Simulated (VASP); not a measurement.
A run of VASP 6.6.1 is set up as follows.

File INCAR:

```
SYSTEM = Si8O
PREC = Accurate
ENCUT = 520
EDIFF = 1E-6
ISMEAR = 0
SIGMA = 0.05
LREAL = .FALSE.
LASPH = .TRUE.
NELM = 150
ALGO = Normal
ISIF = 2
LWAVE = .FALSE.
LCHARG = .FALSE.
ISPIN = 2
MAGMOM = 0 0 0 0 0 0 0 0 2
LORBIT = 11
LDIPOL = .TRUE.
IDIPOL = 3
DIPOL = 0.5 0.5 0.313
GGA = PE
IVDW = 12
NBANDS = 33
```

The input KPOINTS:

```
Automatic mesh
0
G
  7 4 1
  0 0 0
```

Contents of POSCAR:

```
Si8O
1.0
    3.8155170209      0.0000000000      0.0000000000
    0.0000000000      6.3129357835      0.0000000000
    0.0000000000      0.0000000000     21.3318711348
Si O
8 1
Direct
    0.0000000000      0.9369021389      0.1875128522
    0.0000000000      0.5630978611      0.1875128522
    0.5000000000      0.4369021389      0.2391466205
    0.5000000000      0.0630978611      0.2391466205
    0.5000000000      0.9332664455      0.3430438269
    0.5000000000      0.5667335545      0.3430438269
    0.0000000000      0.4266292811      0.3858954089
    0.0000000000      0.0733707189      0.3858954089
    0.0000000000      0.4266292811      0.5030909416
```

Potentials or basis: VASP PAW PBE potentials, release 64 (Si, O).

Launch:

```console
$ cat potpaw_PBE.64/Si/POTCAR potpaw_PBE.64/O/POTCAR > POTCAR
$ mpirun -np 1 vasp_std > vasp.out
```

**Question.** Estimate the dispersion energy per atom.

**Answer.** -0.240 eV.

**Question.** Predict the largest force.

**Answer.** 2.554 eV/Å.

**Question.** Predict the net moment.

**Answer.** 1.10 μB per cell.

**Question.** Estimate the site moments.

**Answer.** Si -0.02, +0.00, -0.00, -0.03 (each value once); O +1.03 μB.

Forces on the atoms (eV/Å):
```
Si   0.000 -0.718  0.553
Si   0.000  0.707  0.546
Si   0.000  0.002 -0.535
Si   0.000  0.018 -0.659
Si   0.000 -0.002  0.088
Si   0.000  0.180 -0.091
Si   0.000  0.372  2.440
Si   0.000 -0.468  0.211
O    0.000 -0.091 -2.553
```
